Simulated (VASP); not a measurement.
Rb: single point with PBE

Crystal: Rb.

```xyz
4
Lattice="5.1275 0.0000 0.0000 0.0000 8.9818 0.0000 0.0000 0.0000 8.1110" Properties=species:S:1:pos:R:3 pbc="T T T"
Rb    0.0000    1.4671    2.0277
Rb    2.5638    3.0238    6.0832
Rb    2.5638    5.9579    2.0277
Rb    0.0000    7.5147    6.0832
```

This cell differs from its parent crystal: biaxial strain in the a-b plane: +2.0 %.

```json
{"Program": "VASP 6.6.1", "Task": "single point", "Functional": "PBE", "Potentials or basis": "VASP PAW PBE potentials, release 64 (Rb_sv)", "Cutoff": "520 eV", "k mesh": "8 × 6 × 6", "Occupations": "gaussian, width 0.1 eV", "Spin": "no spin polarisation", "Dipole correction": "no", "Further INCAR settings": "ALGO = Fast; EDIFF = 1e-07; NBANDS = 26"}
```

```yaml
Pressure: -0.1 GPa
Band_gap_on_the_k_mesh: zero (bands 18 and 19 overlap by 1.23 eV)
```

Stress tensor (GPa, compression positive):
```
-0.05  0.00  0.00
 0.00 -0.11  0.00
 0.00  0.00  0.00
```

Levels at points of the mesh, in eV from the Fermi level:
```csv
k point,band 15,band 16,band 17,band 18,band 19,band 20,band 21,band 22
"(0.00, 0.00, 0.00)",-12.96,-12.95,-1.94,-0.02,0.23,0.23,0.75,1.36
"(0.50, 0.00, 0.00)",-12.98,-12.98,-0.32,-0.32,1.18,1.18,1.23,1.23
"(0.00, 0.50, 0.00)",-12.96,-12.96,-1.37,-1.37,0.81,0.81,0.93,0.93
"(0.50, 0.50, 0.00)",-12.97,-12.97,0.00,0.00,0.27,0.27,1.34,1.34
"(0.00, 0.00, 0.50)",-12.97,-12.97,-1.25,-1.25,0.38,0.38,0.85,0.85
"(0.50, 0.00, 0.50)",-12.97,-12.97,0.23,0.23,0.23,0.23,1.51,1.51
"(0.00, 0.50, 0.50)",-12.97,-12.97,-0.73,-0.73,-0.73,-0.73,2.12,2.12
"(0.50, 0.50, 0.50)",-12.98,-12.98,0.41,0.41,0.41,0.41,0.87,0.87
```

Run time: 23 min on 1 thread of Intel(R) Xeon(R) Platinum 8375C CPU @ 2.90GHz (Ice Lake), on a shared host, peak memory 0.79 GiB.

Caveat: the cell differs from its parent crystal (biaxial strain in the a-b plane: +2.0 %).
